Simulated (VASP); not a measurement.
Set up this calculation in VASP 6.6.1, as the native input.

- Task: single point
- Functional: PBEsol
- Potentials or basis: VASP PAW PBE potentials, release 64 (Sn_d, Bi_d)
- Cutoff: 520 eV
- k mesh: 10 × 10 × 10
- Occupations: gaussian, width 0.1 eV
- Spin: no spin polarisation
- Dipole correction: no
- Further INCAR settings: ALGO = Fast; EDIFF = 1e-07; NBANDS = 36

The structure of Sn3Bi lies in POSCAR:

```
Sn3Bi
1.0
    0.0000000000      3.7972355071      3.7972355071
    3.7972355071      0.0000000000      3.7972355071
    3.7972355071      3.7972355071      0.0000000000
Sn Bi
3 1
Direct
    0.0000000000      0.0000000000      0.0000000000
    0.2500000000      0.2500000000      0.2500000000
    0.7500000000      0.7500000000      0.7500000000
    0.5000000000      0.5000000000      0.5000000000
```

The input as run:

INCAR

```
ALGO = Fast
EDIFF = 1E-7
ENCUT = 520
GGA = PS
ISIF = 2
ISMEAR = 0
LASPH = True
LCHARG = True
LELF = True
LREAL = False
LVHAR = True
LWAVE = False
NBANDS = 36
NELM = 80
PREC = Accurate
SIGMA = 0.1
```

KPOINTS

```
k-points
0
Gamma
  10 10 10
```

Potentials or basis: VASP PAW PBE potentials, release 64 (Sn_d, Bi_d).

The run is started by

```bash
$ cat potpaw_PBE.64/Sn_d/POTCAR potpaw_PBE.64/Bi_d/POTCAR > POTCAR
$ mpirun -np 1 vasp_std > vasp.out
```

Results of the run:

```json
{"Pressure": "-0.1 GPa"}
```

Caveat: the PAW data sets were made with another functional, which shifts forces and pressure a little.

It took 5.1 min on 1 thread of Oxide Virtual Turin-like Processor, with other jobs on the host, peak memory 0.3 GiB.
